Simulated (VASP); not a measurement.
A run of VASP 6.6.1:

File INCAR:

```
  ALGO = Normal
  EDIFF = 1E-6
  ENCUT = 520
  GGA = CA
  ISIF = 2
  ISMEAR = -1
  ISPIN = 2
  LASPH = True
  LCHARG = True
  LELF = True
  LMAXMIX = 4
  LORBIT = 11
  LREAL = False
  LVHAR = True
  LWAVE = False
  MAGMOM = 1.5 2.5
  NBANDS = 22
  NELM = 150
  PREC = Accurate
  SIGMA = 0.1
```

KPOINTS

```
k-points
0
Gamma
  10 10 10
```

POSCAR

```
VCo
1.0
    2.8111979758      0.0000000000      0.0000000000
    0.0000000000      2.8111979758      0.0000000000
    0.0000000000      0.0000000000      2.8111979758
V Co
1 1
Direct
    0.0000000000      0.0000000000      0.0000000000
    0.5000000000      0.5000000000      0.5000000000
```

Potentials or basis: VASP PAW LDA potentials, release 64 (V_sv, Co).

Command:

```sh
$ cat potpaw_LDA.64/V_sv/POTCAR potpaw_LDA.64/Co/POTCAR > POTCAR
$ mpirun -np 1 vasp_std > vasp.out
```

Hardware: 1 thread of Intel(R) Xeon(R) 6975P-C (Granite Rapids), with other jobs on the host.

Q: How long does it take, and how much memory?

A: Wall time 28 s on 1 thread of Intel(R) Xeon(R) 6975P-C (Granite Rapids), with other jobs on the host, peak memory 0.17 GiB. Counts: scf iterations 20, k points 56.
